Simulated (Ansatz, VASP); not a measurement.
**One calculation of Sb, two programs**

POSCAR

```
Sb
1.0
    0.0000000000      2.3712425216      2.3712425216
    2.3712425216      0.0000000000      2.3712425216
    2.3712425216      2.3712425216      0.0000000000
Sb
1
Direct
    0.0000000000      0.0000000000      0.0000000000
```

File INCAR.step1:

```
SYSTEM = Sb
ALGO = Normal ; EDIFF = 1E-5
EDIFFG = -0.005 ; ENCUT = 500
GGA = PE ; GGA_COMPAT = .False.
IBRION = 2 ; ISIF = 3
ISMEAR = -1 ; LASPH = .True.
LCHARG = .False. ; LREAL = .False.
LWAVE = .True. ; NBANDS = 14
NELM = 120 ; NELMIN = 4
NSW = 100 ; PREC = Accurate
SIGMA = 0.05
```

INCAR.step2

```
SYSTEM = Sb
AEXX = 0.25 ; ALGO = Normal
EDIFF = 1E-7 ; EDIFFG = -0.01
ENCUT = 500 ; GGA = PE
GGA_COMPAT = .False. ; HFSCREEN = 0.3
IBRION = 2 ; ISIF = 3
ISMEAR = -1 ; ISTART = 1
LASPH = .True. ; LCHARG = .False.
LHFCALC = .True. ; LREAL = .False.
LWAVE = .False. ; NELM = 120
NELMIN = 4 ; NSW = 60
PREC = Accurate ; PRECFOCK = Normal
SIGMA = 0.05
```

File KPOINTS:

```
k-points
0
Gamma
  5 5 5
  0 0 0
```

Contents of input:

```
crystal:
  lattice:
    - [0.0, 2.3712425216, 2.3712425216]
    - [2.3712425216, 0.0, 2.3712425216]
    - [2.3712425216, 2.3712425216, 0.0]
  atoms:
    - { symbol: Sb, position: [0.0, 0.0, 0.0] }
hamiltonian:
  xc: { exchange: pbe, correlation: pbe, exx: { coeff: 0.25, omega: 0.3 } }
  pseudopotentials: { kind: paw }
kpoints:
  mp_grid: { grid: [5, 5, 5] }
scf:
  occupations: { method: fermi_dirac, width: 0.05 }
output:
  forces: true
  stress: true
  eigenvalues: true
relax:
  f_tol: 0.01
  max_steps: 40
  cell: { stress_tol: 0.05 }
```

Alike in both runs: task relaxation of cell and atoms; functional PBE-based screened hybrid with a share of 0.25 of exact exchange and HFSCREEN = 0.3; k mesh 5 × 5 × 5; occupations fermi-dirac, width 0.05 eV; no spin polarisation.

```csv
,VASP,Ansatz
version,VASP 6.6.1,Ansatz 0.2.0
potentials or method,"VASP PAW PBE potentials, release 64 (Sb_d_GW)",Ansatz PAW
plane-wave cutoff (eV),500,420
valence electrons in the cell,15,15
```

```csv
,VASP,Ansatz,Ansatz less VASP
"gap on the k mesh at the Fermi level, each at its own relaxed structure (eV)",none,none,-
relaxed volume (Å³/atom),26.72,26.72,+0.001
relaxed length of the cell vector where the two differ most in proportion (Å),3.356,3.356,0.0000
```

VASP's potentials were made for PBE, not for PBE-based screened hybrid. A gap of «none» marks a metal or a gap that the smearing closes.

The k mesh is coarse, so the values compare programs but aren't converged. Neither program's run includes spin-orbit coupling. Noted on Ansatz's run: the plane-wave basis is chosen anew once the cell has moved, so the energies of steps on either side of that aren't comparable.
